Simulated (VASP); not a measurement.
Wanted: the native input for a VASP 6.6.1 run.

* Task: relaxation of cell and atoms
* Functional: LDA
* Potentials or basis: VASP PAW LDA potentials, release 64 (Si, O)
* Cutoff: 600 eV
* k mesh: 6 × 6 × 6
* Occupations: gaussian, width 0.02 eV
* Spin: no spin polarisation
* Dipole correction: no
* Further INCAR settings: ALGO = Normal; EDIFF = 1e-06; IBRION = 2; EDIFFG = -0.005; NSW = 70; ISIF = 3

The structure of SiO2 lies in POSCAR:

```
SiO2
1.0
   -2.5133692874      2.5133692874      3.6893906329
    2.5133692874     -2.5133692874      3.6893906329
    2.5133692874      2.5133692874     -3.6893906329
Si O
2 4
Direct
    0.0000000000      0.0000000000      0.0000000000
    0.7500000000      0.2500000000      0.5000000000
    0.9670112619      0.6250000000      0.8420112619
    0.3750000000      0.2170112619      0.3420112619
    0.7829887381      0.1250000000      0.1579887381
    0.8750000000      0.0329887381      0.6579887381
```

The input as run:

INCAR

```
ALGO = Normal ; EDIFF = 1E-6
EDIFFG = -0.005 ; ENCUT = 600
IBRION = 2 ; ISIF = 3
ISMEAR = 0 ; LASPH = T
LCHARG = F ; LREAL = F
LWAVE = F ; NELM = 100
NSW = 70 ; PREC = Accurate
SIGMA = 0.02
```

KPOINTS

```
k-points
0
Gamma
  6 6 6
```

Potentials or basis: VASP PAW LDA potentials, release 64 (Si, O).

Launch:

```sh
$ cat potpaw_LDA.64/Si/POTCAR potpaw_LDA.64/O/POTCAR > POTCAR
$ mpirun -np 1 vasp_std > vasp.out
```

Results of the run:

```json
{"Relaxed volume": "14.71 Å³/atom", "Relaxed cell": "a = 5.039 Å, b = 5.039 Å, c = 5.039 Å, α = 121.53°, β = 121.53°, γ = 87.36°", "Space group after relaxing (to 0.05 Å)": "I-42d (No. 122)", "Energy gained by relaxing": "9.5 meV/atom", "Ionic steps": "17", "Pressure after relaxing": "0.0 GPa", "Largest force after relaxing": "0.003 eV/Å", "Band gap on the k mesh": "5.77 eV, direct"}
```

Run time: 5.8 min on 1 thread of Intel(R) Xeon(R) 6975P-C (Granite Rapids) (shared host), peak memory 0.24 GiB.
